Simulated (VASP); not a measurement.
## GaAs: single point with PBE

Crystal: GaAs.

```
CELL_PARAMETERS angstrom
0.00000 2.87269 2.80087
2.87269 0.00000 2.80087
2.87269 2.87269 0.00000
ATOMIC_POSITIONS crystal
Ga 0.00000 0.00000 0.00000
As 0.75000 0.75000 0.75000
```

This cell differs from its parent crystal: strain +0.000 along x and y, -0.025 along z.

```yaml
Program: VASP 6.6.1
Task: single point
Functional: PBE
Potentials_or_basis: VASP PAW PBE potentials, release 64 (Ga_d, As)
Cutoff: 500 eV
k_mesh: 10 × 10 × 10
Occupations: gaussian, width 0.03 eV
Spin: no spin polarisation
Dipole_correction: no
Further_INCAR_settings: ALGO = Normal; EDIFF = 1e-06; NBANDS = 16
```

```yaml
Pressure: 1.8 GPa
Band_gap_on_the_k_mesh: 0.25 eV
```

Stress tensor (GPa, compression positive):
```
1.31 0.00 0.00
0.00 1.31 0.00
0.00 0.00 2.71
```

Levels at points of the mesh, in eV from the valence-band top:
```
           k point  band 6  band 7  band 8  band 9  band 10  band 11  band 12  band 13
(0.00, 0.00, 0.00)  -12.65   -0.14   -0.14    0.00     0.25     3.59     3.66     3.66
(0.50, 0.00, 0.00)  -10.96   -6.60   -1.30   -1.10     0.84     4.45     4.63     7.65
(0.50, 0.50, 0.00)  -10.19   -6.70   -2.80   -2.80     1.32     1.42     9.90     9.90
(0.50, 0.00, 0.50)  -10.28   -6.85   -2.64   -2.62     1.47     1.65     9.78     9.93
```

Run time: 70 s on 1 thread of Intel(R) Xeon(R) Platinum 8259CL CPU @ 2.50GHz (Skylake/Cascade Lake), with other jobs on the host, peak memory 0.22 GiB.

Caveat: the cell differs from its parent crystal (strain +0.000 along x and y, -0.025 along z).
